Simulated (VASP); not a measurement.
# Si2W (AlB2 type) (P6/mmm) in VASP: further runs, part 2 of 2

VASP 6.6.1. The steps go on from the part before.

**3. Relaxation of shape and atoms at fixed volume, PBE**

This run uses another cell than the first one, of 12.45 Å³/atom, 1.100 times its volume.

Input file INCAR:

```
  PREC = Accurate
  ENCUT = 600
  EDIFF = 1E-7
  ISMEAR = -1
  SIGMA = 0.1
  LREAL = F
  LASPH = T
  NELM = 100
  ALGO = Normal
  ISIF = 4
  LWAVE = F
  LCHARG = F
  GGA = PE
  IBRION = 2
  NSW = 50
  EDIFFG = -0.005
```

Input file KPOINTS:

```
Automatic mesh
0
Gamma
  10 10 8
```

Input file POSCAR:

```
Si2W
1.0
    4.1639124443      0.0000000000      0.0000000000
   -2.0819562221      3.6060539560      0.0000000000
    0.0000000000      0.0000000000      2.4884541915
W Si
1 2
Direct
    0.0000000000      0.0000000000      0.0000000000
    0.3333333333      0.6666666667      0.5000000000
    0.6666666667      0.3333333333      0.5000000000
```

Potentials or basis: VASP PAW PBE potentials, release 64 (W_sv, Si).

On the command line:

```
$ cat potpaw_PBE.64/W_sv/POTCAR potpaw_PBE.64/Si/POTCAR > POTCAR
$ mpirun -np 1 vasp_std > vasp.out
```

OUTCAR:

```text
PREC = Accurate
   ENCUT = 600
   EDIFF = 1E-7
   ISMEAR = -1
   LREAL = F
   LASPH = T
   NELM = 100
   ISIF = 4
   GGA = PE
   IBRION = 2
   NSW = 50
   EDIFFG = -0.005

 ion  position               nearest neighbor table
   1  0.000  0.000  0.000-   2 2.71   3 2.71   2 2.71   3 2.71   3 2.71   3 2.71   2 2.71   2 2.71
                             3 2.71   3 2.71   2 2.71   2 2.71
   2  0.333  0.667  0.500-   3 2.40   3 2.40   3 2.40   1 2.71   1 2.71   1 2.71   1 2.71   1 2.71
                             1 2.71
   3  0.667  0.333  0.500-   2 2.40   2 2.40   2 2.40   1 2.71   1 2.71   1 2.71   1 2.71   1 2.71
                             1 2.71

  LATTYP: Found a hexagonal cell.
 ALAT       =     4.1639124443
 C/A-ratio  =     0.5976240434

  Lattice vectors:

 A1 = (   4.1639124443,   0.0000000000,   0.0000000000)
 A2 = (  -2.0819562221,   3.6060539560,   0.0000000000)
 A3 = (   0.0000000000,   0.0000000000,   2.4884541915)

Analysis of symmetry for initial positions (statically):
=====================================================================
 Subroutine PRICEL returns:
 Original cell was already a primitive cell.

 Routine SETGRP: Setting up the symmetry group for a
 hexagonal supercell.

 Subroutine GETGRP returns: Found 24 space group operations
 (whereof 24 operations were pure point group operations)
 out of a pool of 24 trial point group operations.

The static configuration has the point symmetry D_6h.

Analysis of symmetry for dynamics (positions and initial velocities):
=====================================================================
 Subroutine PRICEL returns:
 Original cell was already a primitive cell.

 Routine SETGRP: Setting up the symmetry group for a
 hexagonal supercell.

 Subroutine GETGRP returns: Found 24 space group operations
 (whereof 24 operations were pure point group operations)
 out of a pool of 24 trial point group operations.

The dynamic configuration has the point symmetry D_6h.

[... 142 lines left out ...]

 Free energy of the ion-electron system (eV)
  ---------------------------------------------------
  ext. energy  EPLUGINS =         0.00000000
  ---------------------------------------------------
  free energy    TOTEN  =       -22.31723790 eV

  energy without entropy =      -22.26324570  energy(sigma->0) =      -22.29024180

------------------------ aborting loop because EDIFF is reached ----------------------------------------

  FORCE on cell =-STRESS in cart. coord.  units (eV):
  Direction    XX          YY          ZZ          XY          YZ          ZX
  --------------------------------------------------------------------------------------
  -------------------------------------------------------------------------------------
  Total        6.4571567      6.4571567      8.9656720      0.0000000     -0.0000000     -0.0000000
  in kB      276.8780015    276.8780015    384.4412401      0.0000000     -0.0000000     -0.0000000
  external PRESSURE =     312.7324144 kB  Pullay stress =       0.0000000 kB
[... 98 lines left out ...]
--------------------------------------- Ionic step        4  -------------------------------------------

 number of electron      21.9999999 magnetization

 Free energy of the ion-electron system (eV)
  ---------------------------------------------------
  ext. energy  EPLUGINS =         0.00000000
  ---------------------------------------------------
  free energy    TOTEN  =       -22.34013033 eV

  energy without entropy =      -22.28599541  energy(sigma->0) =      -22.31306287

 E-fermi :  13.5589     XC(G=0): -12.9212

 val. band max:       13.5588330206   @ k =   0.1000   0.1000   0.3750
 cond. band min:      13.5925270693   @ k =   0.2000   0.1000   0.2500
 fundamental gap:      0.0336940487
 Fermi energy:        13.5588625484

 k-point     1 :       0.0000    0.0000    0.0000
  band No.  band energies     occupation
      1     -60.7673      2.00000
      2     -25.1139      2.00000
      3     -25.1139      2.00000
      4     -24.2619      2.00000
      5      -1.7243      2.00000
      6       6.2446      2.00000
      7       6.2446      2.00000
      8       8.2197      2.00000
      9       8.5596      2.00000
     10      12.1778      2.00000
     11      12.1778      2.00000
     12      15.9449      0.00000
     13      15.9449      0.00000
     14      17.8432      0.00000
[... 401 lines left out ...]
      2     -25.1089      2.00000
      3     -25.0898      2.00000
      4     -24.5408      2.00000
      5       1.1007      2.00000
      6       2.1961      2.00000
      7       6.2508      2.00000
      8       8.4402      2.00000
      9      10.7270      2.00000
     10      11.0339      2.00000
     11      13.2017      1.94533
     12      14.5899      0.00007
     13      16.5032      0.00000
     14      17.5273      0.00000
     15      18.6505      0.00000

 [... further k-points ...]

------------------------ aborting loop because EDIFF is reached ----------------------------------------

  FORCE on cell =-STRESS in cart. coord.  units (eV):
  Direction    XX          YY          ZZ          XY          YZ          ZX
  --------------------------------------------------------------------------------------
  -------------------------------------------------------------------------------------
  Total        6.9314842      6.9314842      6.9317863      0.0000000      0.0000000      0.0000000
  in kB      297.2168038    297.2168038    297.2297591      0.0000000      0.0000000      0.0000000
  external PRESSURE =     297.2211222 kB  Pullay stress =       0.0000000 kB
[... 18 lines left out ...]
  FREE ENERGIE OF THE ION-ELECTRON SYSTEM (eV)
  ---------------------------------------------------
  free  energy   TOTEN  =       -22.3401303333 eV

  energy  without entropy=      -22.2859954099  energy(sigma->0) =      -22.31306287

 reached required accuracy - stopping structural energy minimisation
```

Wall time 2.4 min (1 thread of AMD EPYC 9R45 (Zen 5), shared host); peak memory 0.17 GiB.

Results:

- Free energy: -22.3401 eV
- Energy gained by relaxing: 7.6 meV/atom
- Ionic steps: 4
- Pressure after relaxing: 29.7 GPa
- Band gap on the k mesh: zero (band 11 reaches 15.18 eV, above the bottom of band 12 at 11.48 eV)

The path:
| step | energy change (eV) | largest force (eV/Å) | pressure (GPa) | volume (Å³) |
| --- | --- | --- | --- | --- |
| 1 | 0.0000 | 0.0000 | 31.27 | 37.36 |
| 2 | -0.0205 | 0.0000 | 29.30 | 37.36 |
| 3 | -0.0229 | 0.0000 | 29.75 | 37.36 |
| 4 | -0.0229 | 0.0000 | 29.72 | 37.36 |

Final structure:
```xyz
3
Lattice="4.1226 0.0000 0.0000 -2.0613 3.5703 0.0000 0.0000 0.0000 2.5385" Properties=species:S:1:pos:R:3 pbc="T T T"
W     4.1226    0.0000    0.0000
Si    0.0000    2.3802    1.2693
Si    2.0613    1.1901    1.2693
```

Caveat: spin-orbit coupling is left out, which moves the levels of the heavy elements.

**4. Relaxation of shape and atoms at fixed volume, PBE**

This run uses another cell than the first one, of 13.30 Å³/atom, 1.175 times its volume.

Input file INCAR:

```
ALGO     = Normal         # electronic algorithm
EDIFF    = 1E-6           # SCF threshold, eV
EDIFFG   = -0.005         # ionic threshold
ENCUT    = 600            # plane-wave cutoff, eV
GGA      = PE             # functional
IBRION   = 2              # ionic algorithm
ISIF     = 4              # what is computed and relaxed
ISMEAR   = -1             # smearing method
LASPH    = T              # aspherical terms in the spheres
LCHARG   = F              # write CHGCAR
LREAL    = F              # projectors in reciprocal space
LWAVE    = F              # write WAVECAR
NELM     = 80             # most SCF steps
NSW      = 50             # ionic steps
PREC     = Accurate       # precision mode
SIGMA    = 0.1            # smearing width, eV
```

Input file KPOINTS:

```
k-points
0
Gamma
  10 10 8
```

Input file POSCAR:

```
Si2W
1.0
    4.2564739786      0.0000000000      0.0000000000
   -2.1282369892      3.6862145960      0.0000000000
    0.0000000000      0.0000000000      2.5437711898
W Si
1 2
Direct
    0.0000000000      0.0000000000      0.0000000000
    0.3333333333      0.6666666667      0.5000000000
    0.6666666667      0.3333333333      0.5000000000
```

Potentials or basis: VASP PAW PBE potentials, release 64 (W_sv, Si).

On the command line:

```
$ cat potpaw_PBE.64/W_sv/POTCAR potpaw_PBE.64/Si/POTCAR > POTCAR
$ mpirun -np 1 vasp_std > vasp.out
```

OUTCAR:

```text
EDIFF = 1E-6
   EDIFFG = -0.005
   ENCUT = 600
   GGA = PE
   IBRION = 2
   ISIF = 4
   ISMEAR = -1
   LASPH = T
   LREAL = F
   NELM = 80
   NSW = 50
   PREC = Accurate

 ion  position               nearest neighbor table
   1  0.000  0.000  0.000-   2 2.77   3 2.77   2 2.77   3 2.77   2 2.77   2 2.77   3 2.77   3 2.77
                             3 2.77   3 2.77   2 2.77   2 2.77
   2  0.333  0.667  0.500-   3 2.46   3 2.46   3 2.46   1 2.77   1 2.77   1 2.77   1 2.77   1 2.77
                             1 2.77
   3  0.667  0.333  0.500-   2 2.46   2 2.46   2 2.46   1 2.77   1 2.77   1 2.77   1 2.77   1 2.77
                             1 2.77

  LATTYP: Found a hexagonal cell.
 ALAT       =     4.2564739786
 C/A-ratio  =     0.5976240434

  Lattice vectors:

 A1 = (   4.2564739786,   0.0000000000,   0.0000000000)
 A2 = (  -2.1282369892,   3.6862145960,   0.0000000000)
 A3 = (   0.0000000000,   0.0000000000,   2.5437711898)

[... 278 lines left out ...]
      9       7.4492      2.00000
     10      11.1217      2.00000
     11      11.1217      2.00000
     12      14.8940      0.00000
     13      14.8940      0.00000
     14      16.4560      0.00000
[... 401 lines left out ...]
      2     -26.1437      2.00000
      3     -26.1311      2.00000
      4     -25.6437      2.00000
      5       0.5070      2.00000
      6       1.6012      2.00000
      7       5.5211      2.00000
      8       7.6472      2.00000
      9       9.8037      2.00000
     10      10.1603      2.00000
     11      12.4085      1.66806
     12      13.6423      0.00004
     13      15.0365      0.00000
     14      16.3168      0.00000
     15      17.3852      0.00000

 [... further k-points ...]

------------------------ aborting loop because EDIFF is reached ----------------------------------------

  FORCE on cell =-STRESS in cart. coord.  units (eV):
  Direction    XX          YY          ZZ          XY          YZ          ZX
  --------------------------------------------------------------------------------------
  -------------------------------------------------------------------------------------
  Total        3.1005608      3.1005608      3.0954984      0.0000000     -0.0000000      0.0000000
  in kB      124.4635530    124.4635530    124.2603367      0.0000000     -0.0000000      0.0000000
  external PRESSURE =     124.3958142 kB  Pullay stress =       0.0000000 kB
[... 18 lines left out ...]
  FREE ENERGIE OF THE ION-ELECTRON SYSTEM (eV)
  ---------------------------------------------------
  free  energy   TOTEN  =       -22.6679995583 eV

  energy  without entropy=      -22.6116375040  energy(sigma->0) =      -22.63981853

 reached required accuracy - stopping structural energy minimisation
```

OSZICAR:

```text
N       E                     dE             d eps       ncg     rms          rms(c)
DAV:   1     0.137925423842E+03    0.13793E+03   -0.12200E+04  2100   0.164E+03
DAV:   2    -0.186987022800E+02   -0.15662E+03   -0.15491E+03  2415   0.383E+02
DAV:   3    -0.236202455936E+02   -0.49215E+01   -0.47019E+01  2716   0.552E+01
[... 22 lines left out ...]
DAV:   2    -0.226685641899E+02    0.19369E-02   -0.58276E-03  2429   0.574E-01    0.148E-01
DAV:   3    -0.226680805771E+02    0.48361E-03   -0.97230E-04  2534   0.233E-01    0.508E-02
DAV:   4    -0.226680004961E+02    0.80081E-04   -0.23106E-04  2492   0.113E-01    0.155E-02
DAV:   5    -0.226679997426E+02    0.75355E-06   -0.13367E-05  2310   0.298E-02    0.604E-03
DAV:   6    -0.226679995583E+02    0.18432E-06   -0.74749E-07  1183   0.752E-03
   3 F= -.22668000E+02 E0= -.22639819E+02  d E =-.565660E-02
```

CONTCAR:

```text
Si2W
   1.00000000000000
     4.2359262453292157    0.0000000000040459    0.0000000000000000
    -2.1179631225615867    3.6684197369943115   -0.0000000000000000
     0.0000000000000000    0.0000000000000000    2.5685098193653375
  W               Si
     1     2
Direct
     0.0000000000000000    0.0000000000000000    0.0000000000000000
     0.3333333332999970    0.6666666667000030    0.5000000000000000
     0.6666666667000030    0.3333333332999970    0.5000000000000000

  0.00000000E+00  0.00000000E+00  0.00000000E+00
  0.00000000E+00  0.00000000E+00  0.00000000E+00
  0.00000000E+00  0.00000000E+00  0.00000000E+00
```

It took 1.8 min on 1 thread of AMD EPYC 9R45 (Zen 5), shared host; peak memory 0.17 GiB.

Results:

* Free energy: -22.6680 eV
* Energy gained by relaxing: 1.9 meV/atom
* Ionic steps: 3
* Pressure after relaxing: 12.4 GPa
* Band gap on the k mesh: zero (band 11 reaches 14.27 eV, above the bottom of band 12 at 10.69 eV)

The path:
```tsv
step	energy change (eV)	largest force (eV/Å)	pressure (GPa)	volume (Å³)
1	0.0000	0.0000	13.13	39.91
2	-0.0051	0.0000	12.23	39.91
3	-0.0057	0.0000	12.44	39.91
```

Final structure:
```cif
data_structure
_symmetry_space_group_name_H-M 'P 1'
_symmetry_Int_Tables_number 1
_cell_length_a 4.2359
_cell_length_b 4.2359
_cell_length_c 2.5685
_cell_angle_alpha 90.000
_cell_angle_beta 90.000
_cell_angle_gamma 120.000
_cell_volume 39.91
loop_
_atom_site_label
_atom_site_type_symbol
_atom_site_fract_x
_atom_site_fract_y
_atom_site_fract_z
_atom_site_occupancy
W1 W 0.00000 0.00000 0.00000 1
Si1 Si 0.33333 0.66667 0.50000 1
Si2 Si 0.66667 0.33333 0.50000 1
```

Caveat: spin-orbit coupling is left out, which moves the levels of the heavy elements.

**5. Relaxation of cell and atoms, PBE**

This run uses another cell than the first one, of 21.13 Å³/atom, 1.866 times its volume.

Input file INCAR:

```
SYSTEM = Si2W
PREC     = Accurate       ! precision mode
ENCUT    = 600            ! plane-wave cutoff, eV
EDIFF    = 1E-6           ! SCF threshold, eV
ISMEAR   = -1             ! smearing method
SIGMA    = 0.1            ! smearing width, eV
LREAL    = .FALSE.        ! projectors in reciprocal space
LASPH    = .TRUE.         ! aspherical terms in the spheres
NELM     = 60             ! most SCF steps
ALGO     = Normal         ! electronic algorithm
ISIF     = 3              ! what is computed and relaxed
LWAVE    = .FALSE.        ! write WAVECAR
LCHARG   = .FALSE.        ! write CHGCAR
GGA      = PE             ! functional
IBRION   = 2              ! ionic algorithm
NSW      = 60             ! ionic steps
EDIFFG   = -0.005         ! ionic threshold
```

Input file KPOINTS:

```
Automatic mesh
0
G
  10 10 8
  0 0 0
```

Input file POSCAR:

```
Si2W
1.0
    4.0521983273      0.0000000000      0.0000000000
   -2.0260991636      3.5093066926      0.0000000000
    0.0000000000      0.0000000000      4.4574181600
W Si
1 2
Direct
    0.0000000000      0.0000000000      0.0000000000
    0.3333333333      0.6666666667      0.5000000000
    0.6666666667      0.3333333333      0.5000000000
```

On the command line:

```
$ cat potpaw_PBE.64/W_sv/POTCAR potpaw_PBE.64/Si/POTCAR > POTCAR
$ mpirun -np 1 vasp_std > vasp.out
```

Run time: 13 min. Hardware: 1 thread of AMD EPYC 9R45 (Zen 5), shared host; peak memory 0.22 GiB.

Results (log left out):

| Quantity | Value |
| --- | --- |
| Free energy | -22.7627 eV |
| Relaxed volume | 14.16 Å³/atom |
| Relaxed cell | a = 4.346 Å, b = 4.346 Å, c = 2.598 Å, α = 90.00°, β = 90.00°, γ = 120.00° |
| Space group after relaxing (to 0.05 Å) | P6/mmm (No. 191) |
| Energy gained by relaxing | 1404.8 meV/atom |
| Ionic steps | 16 |
| Pressure after relaxing | 0.0 GPa |
| Band gap on the k mesh | zero (band 11 reaches 13.41 eV, above the bottom of band 12 at 9.98 eV) |

Step by step:
```tsv
step	energy change (eV)	largest force (eV/Å)	pressure (GPa)	volume (Å³)
1	0.0000	0.0000	-20.65	63.39
2	-1.4481	0.0000	23.12	41.47
3	-1.6551	0.0000	3.89	45.76
4	-2.7408	0.0000	9.10	42.03
5	21.3853	0.0000	438.85	26.08
6	-2.8669	0.0000	10.05	41.51
7	-3.0778	0.0000	56.56	34.65
8	-3.3671	0.0000	25.50	38.05
9	-4.0274	0.0000	7.94	40.42
10	-4.1969	0.0000	-0.61	42.94
11	-4.2143	0.0000	0.44	42.39
12	-4.2140	0.0000	0.26	42.47
13	-4.2143	0.0000	-0.05	42.53
14	-4.2143	0.0000	-0.23	42.56
15	-4.2144	0.0000	-0.08	42.52
16	-4.2144	0.0000	0.00	42.49
```

Final structure:
```yaml
crystal:
  lattice:
    - [4.34572, 0.00000, 0.00000]
    - [-2.17286, 3.76350, 0.00000]
    - [0.00000, 0.00000, 2.59821]
  atoms:
    - { symbol: W, position: [0.00000, 0.00000, 0.00000] }
    - { symbol: Si, position: [0.33333, 0.66667, 0.50000] }
    - { symbol: Si, position: [0.66667, 0.33333, 0.50000] }
```

Levels at points of the mesh, in eV from the Fermi level:
```
           k point  band 7  band 8  band 9  band 10  band 11  band 12  band 13  band 14  band 15
(0.00, 0.00, 0.00)   -6.52   -5.39   -4.92    -1.47    -1.47     2.27     2.27     3.55     3.55
(0.50, 0.00, 0.00)   -6.40   -5.84   -3.20    -2.45     1.60     2.13     2.14     3.11     5.39
(0.00, 0.00, 0.50)   -4.79   -4.79   -2.03    -2.03    -1.68    -1.68    -1.18     0.79     5.29
(0.50, 0.00, 0.50)   -5.88   -5.73   -5.70    -0.83    -0.24     0.43     0.69     1.75     1.85
```

Caveat: the volume moved by over 15 % at a fixed basis, so the end points are rough; spin-orbit coupling is left out, which moves the levels of the heavy elements.

**6. Summary**

| task | cell | gap on the mesh (eV) | pressure (GPa) |
| --- | --- | --- | --- |
| relaxation of shape and atoms at fixed volume | relaxed from a = 4.034, b = 4.034, c = 2.411 Å, angles 90.0, 90.0, 120.0°, 3 atoms | none | 64.8 |
| relaxation of shape and atoms at fixed volume | relaxed from a = 4.164, b = 4.164, c = 2.488 Å, angles 90.0, 90.0, 120.0°, 3 atoms | none | 29.7 |
| relaxation of shape and atoms at fixed volume | relaxed from a = 4.256, b = 4.256, c = 2.544 Å, angles 90.0, 90.0, 120.0°, 3 atoms | none | 12.4 |
| relaxation of cell and atoms | relaxed from a = 4.052, b = 4.052, c = 4.457 Å, angles 90.0, 90.0, 120.0°, 3 atoms | none | 0.0 |

Alike in all rows: level PBE; potentials or basis VASP PAW PBE potentials, release 64 (W_sv, Si); no spin polarisation; k mesh 10 × 10 × 8; cutoff (eV) 600; smearing fermi-dirac 0.1 eV.

Caveats: spin-orbit coupling is left out, which moves the levels of the heavy elements; the volume moved by over 15 % at a fixed basis, so the end points are rough (some runs).

Absolute energies hang on the potentials; compare differences alone.
